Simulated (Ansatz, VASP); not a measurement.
# NbCuP2 in VASP and in Ansatz

```
Nb Cu P
1.0
     3.57021    0.00000    0.00000
    -1.78510    3.09189    0.00000
     0.00000    0.00000    5.53317
Nb Cu P
1 1 2
Cartesian
  0.0000 2.0613 2.7666
  0.0000 2.0613 0.0000
  0.0000 0.0000 4.2548
  0.0000 0.0000 1.2783
```

Alike in both runs: functional PBE; k mesh 18 × 18 × 8; occupations gaussian, width 0.1 eV; no spin polarisation.

Ansatz relaxed the structure, and its values are those at the end. VASP's run is a single point on that final structure, the one shown.

|  | VASP | Ansatz |
| --- | --- | --- |
| version | VASP 6.6.1 | Ansatz 0.2.0 |
| potentials or method | VASP PAW PBE potentials, release 64 (Nb_sv, Cu, P), cutoff 520 eV | scalar-relativistic, plane waves, PAW |
| valence electrons in the cell | 34 | 42 |

```tsv
	VASP	Ansatz	Ansatz less VASP
gap on the k mesh at the Fermi level (eV)	none	none	-
pressure (GPa)	-0.1	0.0	+0.11
rms of the force components (eV/Å)	0.007	0.000	-0.0074
```

A gap of «none» marks a metal or a gap that the smearing closes. VASP's potentials hold 34 valence electrons a cell and Ansatz's 42, so a difference there can come from the potentials and not from the codes.
